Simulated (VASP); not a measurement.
# Ga3SbAs2 (P3m1) in VASP: further runs, part 2 of 2

VASP 6.6.1.

### Step 3. Single point, PBE

File INCAR:

```
SYSTEM = Ga3SbAs2
  ALGO = Normal
  EDIFF = 1E-6
  ENCUT = 520
  GGA = PE
  ISIF = 2
  ISMEAR = 0
  LASPH = .TRUE.
  LCHARG = .FALSE.
  LREAL = .FALSE.
  LWAVE = .FALSE.
  NBANDS = 36
  NELM = 80
  PREC = Accurate
  SIGMA = 0.1
```

File KPOINTS:

```
k-points
0
G
  12 12 4
  0 0 0
```

File POSCAR:

```
Ga3SbAs2
1.0
    4.1776494884      0.0000000000      0.0000000000
   -2.0888247442      3.6179505850      0.0000000000
    0.0000000000      0.0000000000     10.2389541514
Ga Sb As
3 1 2
Direct
    0.0000000000      0.0000000000      0.0137059193
    0.6666666667      0.3333333333      0.3330412313
    0.3333333333      0.6666666667      0.6541308693
    0.3333333333      0.6666666667      0.9162203772
    0.0000000000      0.0000000000      0.2560916271
    0.6666666667      0.3333333333      0.5768099757
```

Potentials or basis: VASP PAW PBE potentials, release 64 (Ga_d, Sb, As).

Started as:

```bash
$ cat potpaw_PBE.64/Ga_d/POTCAR potpaw_PBE.64/Sb/POTCAR potpaw_PBE.64/As/POTCAR > POTCAR
$ mpirun -np 1 vasp_std > vasp.out
```

OUTCAR:

```text
SYSTEM = Ga3SbAs2
   EDIFF = 1E-6
   ENCUT = 520
   GGA = PE
   ISIF = 2
   ISMEAR = 0
   LASPH = .TRUE.
   LREAL = .FALSE.
   NELM = 80
   PREC = Accurate

 ion  position               nearest neighbor table
   1  0.000  0.000  0.014-   5 2.48   4 2.61   4 2.61   4 2.61
   2  0.667  0.333  0.333-   6 2.50   5 2.54   5 2.54   5 2.54
   3  0.333  0.667  0.654-   6 2.54   6 2.54   6 2.54   4 2.68
   4  0.333  0.667  0.916-   1 2.61   1 2.61   1 2.61   3 2.68
   5  0.000  0.000  0.256-   1 2.48   2 2.54   2 2.54   2 2.54
   6  0.667  0.333  0.577-   2 2.50   3 2.54   3 2.54   3 2.54

  LATTYP: Found a hexagonal cell.
 ALAT       =     4.1776494884
 C/A-ratio  =     2.4508887545

  Lattice vectors:

 A1 = (   4.1776494884,   0.0000000000,   0.0000000000)
 A2 = (  -2.0888247442,   3.6179505850,   0.0000000000)
 A3 = (   0.0000000000,   0.0000000000,  10.2389541514)

Analysis of symmetry for initial positions (statically):
=====================================================================
 Subroutine PRICEL returns:
 Original cell was already a primitive cell.

 Routine SETGRP: Setting up the symmetry group for a
 hexagonal supercell.
[... 172 lines left out ...]
  free energy    TOTEN  =       -23.74374545 eV

  energy without entropy =      -23.74288485  energy(sigma->0) =      -23.74331515

 E-fermi :   4.1654     XC(G=0):  -9.1938

 val. band max:        4.1542916899   @ k =   0.0000   0.0000   0.0000
 cond. band min:       4.2145509916   @ k =   0.0000   0.0000   0.5000
 fundamental gap:      0.0602593018
 Fermi energy:         4.1653979021

 k-point     1 :       0.0000    0.0000    0.0000
  band No.  band energies     occupation
      1     -11.1128      2.00000
      2     -11.0755      2.00000
      3     -11.0747      2.00000
      4     -11.0747      2.00000
      5     -11.0411      2.00000
      6     -11.0411      2.00000
[... 925 lines left out ...]
     35       8.4664      0.00000
     36       8.5018      0.00000

 [... further k-points ...]
[... 5 lines left out ...]
  --------------------------------------------------------------------------------------
  -------------------------------------------------------------------------------------
  Total        0.1132761      0.1132761      0.1340779      0.0000000     -0.0000000     -0.0000000
  in kB        1.1727321      1.1727321      1.3880899      0.0000000     -0.0000000     -0.0000000
  external PRESSURE =       1.2445180 kB  Pullay stress =       0.0000000 kB

 VOLUME and BASIS-vectors are now :
 -----------------------------------------------------------------------------
  energy-cutoff  :      520.00
  volume of cell :      154.76
      direct lattice vectors                 reciprocal lattice vectors
     4.177649488  0.000000000  0.000000000     0.239369053  0.138199787  0.000000000
    -2.088824744  3.617950585  0.000000000     0.000000000  0.276399574  0.000000000
     0.000000000  0.000000000 10.238954151     0.000000000  0.000000000  0.097666225

 POSITION                                       TOTAL-FORCE (eV/Angst)
 -----------------------------------------------------------------------------------
      0.00000      0.00000      0.14033        -0.000000      0.000000     -0.007819
      2.08882      1.20598      3.40999        -0.000000     -0.000000     -0.003390
     -0.00000      2.41197      6.69762         0.000000     -0.000000      0.000688
     -0.00000      2.41197      9.38114        -0.000000     -0.000000      0.002101
      0.00000      0.00000      2.62211        -0.000000     -0.000000      0.004739
      2.08882      1.20598      5.90593        -0.000000     -0.000000      0.003681
 -----------------------------------------------------------------------------------
    total drift:                                0.000003     -0.000002     -0.001258

  FREE ENERGIE OF THE ION-ELECTRON SYSTEM (eV)
  ---------------------------------------------------
  free  energy   TOTEN  =       -23.7437454485 eV

  energy  without entropy=      -23.7428848476  energy(sigma->0) =      -23.74331515
```

stdout:

```text
POSCAR found type information on POSCAR GaSbAs
 POSCAR found :  3 types and       6 ions
 scaLAPACK will be used
 LDA part: xc-table for (Slater+PW92), standard interpolation
 POSCAR, INCAR and KPOINTS ok, starting setup
 FFT: planning ... GRIDC
 FFT: planning ... GRID_SOFT
 FFT: planning ... GRID
 WAVECAR not read
 entering main loop
```

Wall time 5.9 min (1 thread of AMD EPYC 9R14 (Zen 4), shared host); peak memory 0.46 GiB.

What came out:

```yaml
Free_energy: -23.7437 eV
Pressure: 0.1 GPa
Largest_force: 0.008 eV/Å
Band_gap_on_the_k_mesh: zero (filled and empty bands touch)
```

Forces on the atoms (eV/Å):
```
Ga   0.000  0.000 -0.008
Ga   0.000  0.000 -0.003
Ga   0.000  0.000  0.001
Sb   0.000  0.000  0.002
As   0.000  0.000  0.005
As   0.000  0.000  0.004
```

Levels at points of the mesh, in eV from the Fermi level:
| k point | band 23 | band 24 | band 25 | band 26 | band 27 | band 28 | band 29 | band 30 | band 31 | band 32 |
| --- | --- | --- | --- | --- | --- | --- | --- | --- | --- | --- |
| (0.00, 0.00, 0.00) | -1.13 | -1.13 | -0.68 | -0.39 | -0.01 | -0.01 | 0.08 | 1.35 | 3.04 | 3.04 |
| (0.50, 0.00, 0.00) | -2.89 | -2.86 | -2.66 | -2.06 | -1.52 | 1.03 | 1.08 | 1.47 | 1.93 | 3.60 |
| (0.00, 0.00, 0.50) | -1.58 | -1.01 | -1.01 | -0.14 | -0.14 | 0.05 | 0.44 | 1.73 | 3.50 | 3.50 |
| (0.50, 0.00, 0.50) | -3.31 | -2.77 | -2.38 | -1.41 | -1.27 | 0.27 | 1.16 | 1.59 | 2.60 | 2.81 |

Caveat: spin-orbit coupling is left out, which moves the levels of the heavy elements.

### Step 4. Single point, PBEsol

File INCAR:

```
SYSTEM = Ga3SbAs2
PREC = Accurate
ENCUT = 520
EDIFF = 1E-7
ISMEAR = 0
SIGMA = 0.1
LREAL = .False.
LASPH = .True.
NELM = 80
ALGO = Normal
ISIF = 2
LWAVE = .False.
LCHARG = .True.
GGA = PS
LELF = .True.
LVHAR = .True.
NBANDS = 36
```

File KPOINTS:

```
regular mesh
0
Gamma
  12 12 4
  0 0 0
```

POSCAR is that of step 3.

Potentials or basis: VASP PAW PBE potentials, release 64 (Ga_d, Sb, As).

Started as:

```bash
$ cat potpaw_PBE.64/Ga_d/POTCAR potpaw_PBE.64/Sb/POTCAR potpaw_PBE.64/As/POTCAR > POTCAR
$ mpirun -np 1 vasp_std > vasp.out
```

OUTCAR:

```text
SYSTEM = Ga3SbAs2
   PREC = Accurate
   ENCUT = 520
   EDIFF = 1E-7
   ISMEAR = 0
   LREAL = .False.
   LASPH = .True.
   NELM = 80
   ISIF = 2
   GGA = PS

 ion  position               nearest neighbor table
   1  0.000  0.000  0.014-   5 2.48   4 2.61   4 2.61   4 2.61
   2  0.667  0.333  0.333-   6 2.50   5 2.54   5 2.54   5 2.54
   3  0.333  0.667  0.654-   6 2.54   6 2.54   6 2.54   4 2.68
   4  0.333  0.667  0.916-   1 2.61   1 2.61   1 2.61   3 2.68
   5  0.000  0.000  0.256-   1 2.48   2 2.54   2 2.54   2 2.54
   6  0.667  0.333  0.577-   2 2.50   3 2.54   3 2.54   3 2.54

[... 1143 lines left out ...]
  -------------------------------------------------------------------------------------
  Total       -2.4107440     -2.4107440     -2.4217090      0.0000000      0.0000000      0.0000000
  in kB      -24.9580955    -24.9580955    -25.0716146      0.0000000      0.0000000      0.0000000
  external PRESSURE =     -24.9959352 kB  Pullay stress =       0.0000000 kB

 VOLUME and BASIS-vectors are now :
 -----------------------------------------------------------------------------
  energy-cutoff  :      520.00
  volume of cell :      154.76
      direct lattice vectors                 reciprocal lattice vectors
     4.177649488  0.000000000  0.000000000     0.239369053  0.138199787  0.000000000
    -2.088824744  3.617950585  0.000000000     0.000000000  0.276399574  0.000000000
     0.000000000  0.000000000 10.238954151     0.000000000  0.000000000  0.097666225

 POSITION                                       TOTAL-FORCE (eV/Angst)
 -----------------------------------------------------------------------------------
      0.00000      0.00000      0.14033         0.000000      0.000000     -0.012622
      2.08882      1.20598      3.40999         0.000000     -0.000000      0.010411
     -0.00000      2.41197      6.69762         0.000000     -0.000000     -0.009000
     -0.00000      2.41197      9.38114        -0.000000      0.000000      0.034650
      0.00000      0.00000      2.62211        -0.000000      0.000000     -0.012651
      2.08882      1.20598      5.90593        -0.000000      0.000000     -0.010788
 -----------------------------------------------------------------------------------
    total drift:                                0.000001     -0.000000     -0.001081

  FREE ENERGIE OF THE ION-ELECTRON SYSTEM (eV)
  ---------------------------------------------------
  free  energy   TOTEN  =       -26.0967454910 eV

  energy  without entropy=      -26.0956596437  energy(sigma->0) =      -26.09620257
```

Wall time 6.6 min (1 thread of AMD EPYC 9R14 (Zen 4), shared host); peak memory 0.47 GiB.

Results:

| Quantity | Value |
| --- | --- |
| Free energy | -26.0967 eV |
| Pressure | -2.5 GPa |
| Largest force | 0.035 eV/Å |
| Band gap on the k mesh | zero (filled and empty bands touch) |

Forces on the atoms (eV/Å):
```
Ga   0.000  0.000 -0.013
Ga   0.000  0.000  0.010
Ga   0.000  0.000 -0.009
Sb   0.000  0.000  0.035
As   0.000  0.000 -0.013
As   0.000  0.000 -0.011
```

Caveat: the PAW data sets were made with another functional, which shifts forces and pressure a little; spin-orbit coupling is left out, which moves the levels of the heavy elements.
